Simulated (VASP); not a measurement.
Ir: single point with PBEsol

Ir:

```
Ir
1.0
     2.82352    0.00000    0.00000
    -1.41176    2.44524    0.00000
     0.00000    0.00000    4.57780
Ir
2
Direct
  0.66667 0.33333 0.75000
  0.33333 0.66667 0.25000
```

This isn't the form of Ir at room conditions, which is fcc.

```json
{"Program": "VASP 6.6.1", "Task": "single point", "Functional": "PBEsol", "Potentials or basis": "VASP PAW PBE potentials, release 64 (Ir)", "Cutoff": "520 eV", "k mesh": "21 × 21 × 12", "Occupations": "gaussian, width 0.15 eV", "Spin": "collinear spin", "Starting moments": "[0.7, 0.7] μB", "Fixed moment": "1.4 μB", "Dipole correction": "no", "Further INCAR settings": "ALGO = Normal; EDIFF = 1e-07; NBANDS = 20"}
```

- Pressure: -28.8 GPa
- Net moment: 1.40 μB per cell
- Site moments: Ir +0.69 μB
- Valence electrons inside the program's atomic spheres: Ir 8.05

Stress tensor (GPa, compression positive):
```
-28.51   0.00   0.00
  0.00 -28.51   0.00
  0.00   0.00 -29.52
```

Run time: 3.1 min on 1 thread of AMD EPYC 9R45 96-Core Processor (Zen 5) (shared host), peak memory 0.37 GiB.

Caveat: the cell stands under tension; the PAW data sets were made with another functional, which shifts forces and pressure a little; the total moment is fixed, so each spin has its own Fermi level and the state may be an excited one.
